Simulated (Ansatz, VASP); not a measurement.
# One calculation of K2S, two programs

```
K S
1.0
     0.00000    3.69550    3.69550
     3.69550    0.00000    3.69550
     3.69550    3.69550    0.00000
K S
2 1
Cartesian
  1.8477 1.8477 1.8477
  5.5432 5.5432 5.5432
  0.0000 0.0000 0.0000
```

Alike in both runs: task single point; functional PBEsol; k mesh 6 × 6 × 6; occupations gaussian, width 0.05 eV; no spin polarisation.

|  | VASP | Ansatz |
| --- | --- | --- |
| version | VASP 6.6.1 | Ansatz 0.2.0 |
| potentials or method | VASP PAW PBE potentials, release 64 (K_sv, S), cutoff 500 eV | scalar-relativistic, plane waves, PAW |
| valence electrons in the cell | 24 | 24 |

|  | VASP | Ansatz | Ansatz less VASP |
| --- | --- | --- | --- |
| gap on the k mesh at the Fermi level (eV) | 2.29 | 2.29 | +0.002 |
| least direct gap on the mesh (eV) | 2.50 | 2.50 | +0.003 |
| pressure (GPa) | -0.4 | -0.4 | -0.04 |

VASP's potentials were made for PBE, not for PBEsol.
